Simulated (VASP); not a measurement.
# Al (P6_3/mmc) in VASP: notebook

The runs below take Al through single point, with PBE+D3(BJ).

Program: VASP 6.6.1. These are calculated values, not measurements. Logs are shortened: lines on timing, memory, paths and dates and some standing lists are left out, and cuts for length are marked.

### Step 1. The cell of the first run

Symmetry: P6_3/mmc, No. 194, hexagonal system. Conventional cell: a = 2.929 Å, b = 2.929 Å, c = 8.875 Å, α = 90.00°, β = 90.00°, γ = 120.00°. Within 3.7 Å of Al (site symmetry -3m) lie 12 Al at 2.79 to 2.93 Å. Al (site symmetry -6m2) has 12 Al at 2.79 to 2.93 Å within 3.7 Å.

This isn't the form of Al at room conditions, which is fcc.

### Step 2. Single point, PBE+D3(BJ) (16.48 Å³/atom)

Input file INCAR:

```
SYSTEM = Al
  ALGO = Normal
  EDIFF = 1E-6
  ENCUT = 520
  GGA = PE
  ISIF = 2
  ISMEAR = 0
  IVDW = 12
  LASPH = .TRUE.
  LCHARG = .FALSE.
  LREAL = .FALSE.
  LWAVE = .FALSE.
  NBANDS = 14
  NELM = 60
  PREC = Accurate
  SIGMA = 0.15
```

Input file KPOINTS:

```
k-points
0
G
  18 18 6
  0 0 0
```

Input file POSCAR:

```
Al
1.0
    2.9287007181      0.0000000000      0.0000000000
   -1.4643503591      2.5363292219      0.0000000000
    0.0000000000      0.0000000000      8.8754275262
Al
4
Direct
    0.0000000000      0.0000000000      0.0000000000
    0.3333333333      0.6666666667      0.2500000000
    0.0000000000      0.0000000000      0.5000000000
    0.6666666667      0.3333333333      0.7500000000
```

Potentials or basis: VASP PAW PBE potentials, release 64 (Al).

Command:

```sh
cat potpaw_PBE.64/Al/POTCAR > POTCAR
mpirun -np 1 vasp_std > vasp.out
```

OUTCAR:

```text
SYSTEM = Al
   EDIFF = 1E-6
   ENCUT = 520
   GGA = PE
   ISIF = 2
   ISMEAR = 0
   IVDW = 12
   LASPH = .TRUE.
   LREAL = .FALSE.
   NELM = 60
   PREC = Accurate
 IVDW          = 12

 ion  position               nearest neighbor table
   1  0.000  0.000  0.000-   2 2.79   4 2.79   2 2.79   4 2.79   4 2.79   2 2.79
   2  0.333  0.667  0.250-   1 2.79   3 2.79   1 2.79   3 2.79   1 2.79   3 2.79
   3  0.000  0.000  0.500-   2 2.79   4 2.79   2 2.79   4 2.79   4 2.79   2 2.79
   4  0.667  0.333  0.750-   1 2.79   3 2.79   1 2.79   3 2.79   1 2.79   3 2.79

  LATTYP: Found a hexagonal cell.
 ALAT       =     2.9287007181
 C/A-ratio  =     3.0305000000

  Lattice vectors:

 A1 = (   2.9287007181,   0.0000000000,   0.0000000000)
 A2 = (  -1.4643503591,   2.5363292219,   0.0000000000)
 A3 = (   0.0000000000,   0.0000000000,   8.8754275262)

Analysis of symmetry for initial positions (statically):
=====================================================================
 Subroutine PRICEL returns:
 Original cell was already a primitive cell.

 Routine SETGRP: Setting up the symmetry group for a
 hexagonal supercell.

 Subroutine GETGRP returns: Found 24 space group operations
 (whereof 12 operations were pure point group operations)
 out of a pool of 24 trial point group operations.

The static configuration has the point symmetry D_3d.
 The point group associated with its full space group is D_6h.

Analysis of symmetry for dynamics (positions and initial velocities):
=====================================================================
 Subroutine PRICEL returns:
 Original cell was already a primitive cell.

 Routine SETGRP: Setting up the symmetry group for a
 hexagonal supercell.

 Subroutine GETGRP returns: Found 24 space group operations
 (whereof 12 operations were pure point group operations)
 out of a pool of 24 trial point group operations.

The dynamic configuration has the point symmetry D_3d.
 The point group associated with its full space group is D_6h.

 Subroutine INISYM returns: Found 24 space group operations
 (whereof 12 operations are pure point group operations),
 and found     1 'primitive' translations

----------------------------------------------------------------------------------------

                                     Primitive cell

  volume of cell :      65.9280

  direct lattice vectors                    reciprocal lattice vectors
     2.928700718  0.000000000  0.000000000     0.341448340  0.197135291  0.000000000
    -1.464350359  2.536329222  0.000000000     0.000000000  0.394270583  0.000000000
     0.000000000  0.000000000  8.875427526     0.000000000  0.000000000  0.112670629

  length of vectors
     2.928700718  2.928700718  8.875427526     0.394270583  0.394270583  0.112670629

  position of ions in fractional coordinates (direct lattice)
     0.000000000  0.000000000  0.000000000
     0.333333333  0.666666667  0.250000000
     0.000000000  0.000000000  0.500000000
     0.666666667  0.333333333  0.750000000

  ion indices of the primitive-cell ions
   primitive index   ion index
                 1           1
                 2           2
                 3           3
                 4           4

----------------------------------------------------------------------------------------

 KPOINTS: k-points

Automatic generation of k-mesh.
 Grid dimensions read from file:
 generate k-points for:   18   18    6

 Generating k-lattice:

  Cartesian coordinates                     Fractional coordinates (reciprocal lattice)
     0.018969352  0.010951961  0.000000000     0.055555556  0.000000000  0.000000000
     0.000000000  0.021903921  0.000000000     0.000000000  0.055555556  0.000000000
     0.000000000  0.000000000  0.018778438     0.000000000  0.000000000  0.166666667

  Length of vectors
     0.021903921  0.021903921  0.018778438

  Shift w.r.t. Gamma in fractional coordinates (k-lattice)
     0.000000000  0.000000000  0.000000000

 Subroutine IBZKPT returns following result:
 ===========================================

 Found    148 irreducible k-points:

 Following reciprocal coordinates:
            Coordinates               Weight
  0.000000  0.000000  0.000000      1.000000
  0.055556  0.000000  0.000000      6.000000
  0.111111  0.000000  0.000000      6.000000
  0.166667  0.000000  0.000000      6.000000
  0.222222  0.000000  0.000000      6.000000
  0.277778  0.000000  0.000000      6.000000
[... 16 lines left out ...]
  0.333333  0.111111  0.000000     12.000000
  0.388889  0.111111  0.000000     12.000000
 [... further k-points ...]
   k-points           NKPTS =    148   k-points in BZ     NKDIM =    148   number of bands    NBANDS=     14
   number of dos      NEDOS =    301   number of ions     NIONS =      4
   total plane-waves  NPLWV =  40320
   dimension x,y,z NGX =    24 NGY =   24 NGZ =   70
   dimension x,y,z NGXF=    48 NGYF=   48 NGZF=  140
   ions per type =               4
   NGX,Y,Z   is equivalent  to a cutoff of  13.62, 13.62, 13.11 a.u.
   NGXF,Y,Z  is equivalent  to a cutoff of  27.25, 27.25, 26.22 a.u.
 SYSTEM =  Al
   PREC   = accura    normal or accurate (medium, high low for compatibility)
   ISTART =      0    job   : 0-new  1-cont  2-samecut
   ICHARG =      2    charge: 1-file 2-atom 10-const
   ISPIN  =      1    spin polarized calculation?
   LNONCOLLINEAR =      F non collinear calculations
   LSORBIT =      F    spin-orbit coupling
   LASPH  =      T    aspherical Exc in radial PAW
   ENCUT  =  520.0 eV  38.22 Ry    6.18 a.u.   5.45  5.45 16.50*2*pi/ulx,y,z
   NELM   =     60;   NELMIN=  2; NELMDL= -5     # of ELM steps
   EDIFF  = 0.1E-05   stopping-criterion for ELM
   LREAL  =      F    real-space projection
   EDIFFG = 0.1E-04   stopping-criterion for IOM
   NSW    =      0    number of steps for IOM
   IBRION =     -1    ionic relax: 0-MD 1-quasi-New 2-CG
   NFREE  =      0    steps in history (QN), initial steepest desc. (CG)
   ISIF   =      2    stress and relaxation
   ISYM   =      2    0-nonsym 1-usesym 2-fastsym
   POTIM  = 0.5000    time-step for ionic-motion
   TEBEG  =    0.0;   TEEND  =   0.0 temperature during run
   PSTRESS=    0.0 pullay stress
   NELECT =      12.0000    total number of electrons
   NUPDOWN=      -1.0000    fix difference up-down
   EMIN   =  10.00;   EMAX   =-10.00  energy-range for DOS
   EFERMI =   0.00;   METHOD = LEGACY
   ISMEAR =     0;   SIGMA  =   0.15  broadening in eV -4-tet -1-fermi 0-gaus
   EFERMI_NEDOS =   21; number of points for ismear=-14 and -15
   IALGO  =     38    algorithm
   IMIX   =      4    mixing-type and parameters
     AMIX     =   0.40;   BMIX     =  1.00
     AMIX_MAG =   1.60;   BMIX_MAG =  1.00
  volume/ion in A,a.u.               =      16.48       111.23
  Fermi-wavevector in a.u.,A,eV,Ry     =   0.927781  1.753251 11.711580  0.860777
  Thomas-Fermi vector in A             =   2.053887
   LORBIT       =      0    0 simple, 1 ext, 2 COOP (PROOUT), +10 PAW based schemes
   GGA     = PE    functional components
   LHFCALC =     F    Hartree Fock is set to
   AEXX    =    0.0000 exact exchange contribution
   IVDW    =    12    specifies the selected vdW correction
   LEPSILON=     F    determine dielectric tensor
   LRPA    =     F    only Hartree local field effects (RPA)
 non-spin polarized calculation
 Gauss-broadening in eV      SIGMA  =   0.15
  energy-cutoff  :      520.00
  volume of cell :       65.93
 maximum number of plane-waves:      1822
 NGX is ok and might be reduce to    24
   NGX = 11   NGY = 11   NGZ = 33

 number of electron      12.0000000 magnetization

 Free energy of the ion-electron system (eV)
  ---------------------------------------------------
  ext. energy  EPLUGINS =         0.00000000
  ---------------------------------------------------
  free energy    TOTEN  =       -14.88102267 eV

  energy without entropy =      -14.86353346  energy(sigma->0) =      -14.87227806

 E-fermi :   8.0213     XC(G=0): -10.1986

 val. band max:        8.0155719378   @ k =   0.2778   0.0556   0.5000
 cond. band min:       8.0449653878   @ k =   0.3889   0.1111   0.5000
 fundamental gap:      0.0293934500
 Fermi energy:         8.0213344687

 k-point     1 :       0.0000    0.0000    0.0000
  band No.  band energies     occupation
      1      -3.1360      2.00000
      2      -1.2701      2.00000
      3      -1.2689      2.00000
      4       3.8520      2.00000
      5       4.5686      2.00000
      6      12.8913      0.00000
      7      12.9227      0.00000
      8      17.5089      0.00000
      9      17.5089      0.00000
     10      17.8181      0.00000
     11      17.8181      0.00000
     12      19.0048      0.00000
     13      19.0056      0.00000
     14      19.2606      0.00000

 k-point     2 :       0.0556    0.0000    0.0000
  band No.  band energies     occupation
      1      -3.0650      2.00000
      2      -1.2001      2.00000
      3      -1.1989      2.00000
      4       3.9172      2.00000
      5       4.6376      2.00000
      6      12.9331      0.00000
      7      12.9755      0.00000
      8      16.1104      0.00000
      9      16.6326      0.00000
     10      17.5656      0.00000
     11      17.7250      0.00000
     12      18.1256      0.00000
     13      18.1496      0.00000
     14      18.2401      0.00000
[... 343 lines left out ...]
      1       0.5073      2.00000
      2       2.3149      2.00000
      3       2.3244      2.00000
      4       5.3703      2.00000
      5       6.8792      2.00000
      6       7.1422      2.00000
      7       7.5914      1.99995
      8       8.2858      0.01266
      9      10.2539      0.00000
     10      11.6425      0.00000
     11      12.0030      0.00000
     12      12.3638      0.00000
     13      13.1908      0.00000
     14      16.1915      0.00000

 k-point    24 :       0.3889    0.1111    0.0000
  band No.  band energies     occupation
      1       1.5393      2.00000
      2       3.3082      2.00000
      3       3.3378      2.00000
      4       3.9953      2.00000
      5       5.7695      2.00000
      6       5.8352      2.00000
      7       8.2736      0.01741
      8       9.0525      0.00000
      9      10.0829      0.00000
     10      10.5740      0.00000
     11      11.5834      0.00000
     12      11.9054      0.00000
     13      12.1986      0.00000
     14      16.3967      0.00000

 [... further k-points ...]

------------------------ aborting loop because EDIFF is reached ----------------------------------------

 Edisp (eV)   -1.34711

 E8    (eV) :    -0.6025

  FORCE on cell =-STRESS in cart. coord.  units (eV):
  Direction    XX          YY          ZZ          XY          YZ          ZX
  --------------------------------------------------------------------------------------
  -------------------------------------------------------------------------------------
  Total      -1.69985    -1.69985     0.35844     0.00000    -0.00000     0.00000
  in kB     -41.30954   -41.30954     8.71077     0.00000    -0.00000     0.00000
  external pressure =      -24.64 kB  Pullay stress =        0.00 kB

 VOLUME and BASIS-vectors are now :
 -----------------------------------------------------------------------------
  energy-cutoff  :      520.00
  volume of cell :       65.93
      direct lattice vectors                 reciprocal lattice vectors
     2.928700718  0.000000000  0.000000000     0.341448340  0.197135291  0.000000000
    -1.464350359  2.536329222  0.000000000     0.000000000  0.394270583  0.000000000
     0.000000000  0.000000000  8.875427526     0.000000000  0.000000000  0.112670629

 POSITION                                       TOTAL-FORCE (eV/Angst)
 -----------------------------------------------------------------------------------
      0.00000      0.00000      0.00000        -0.000000      0.000000      0.000000
     -0.00000      1.69089      2.21886         0.000000     -0.000000      0.000000
      0.00000      0.00000      4.43771        -0.000000      0.000000      0.000000
      1.46435      0.84544      6.65657        -0.000000      0.000000      0.000000
 -----------------------------------------------------------------------------------
    total drift:                               -0.000000      0.000000      0.000000

  FREE ENERGIE OF THE ION-ELECTRON SYSTEM (eV)
  ---------------------------------------------------
  free  energy   TOTEN  =       -16.2281356216 eV

  energy  without entropy=      -16.2106464068  energy(sigma->0) =      -16.21939101
```

It took 2.2 min on 1 thread of Intel Xeon 8259CL, shared host; peak memory 0.26 GiB.

What came out:

| Quantity | Value |
| --- | --- |
| Free energy | -16.2281 eV |
| Pressure | -2.5 GPa |
| Band gap on the k mesh | zero (bands 6 and 7 overlap by 6.73 eV) |
| Dispersion energy per atom | -0.337 eV |

Caveat: the stress differs along the axes, from -4 to 1 GPa.

[end of part 1 of 2]

The gap in the log of VASP goes by the Fermi energy; the results here count the filled bands.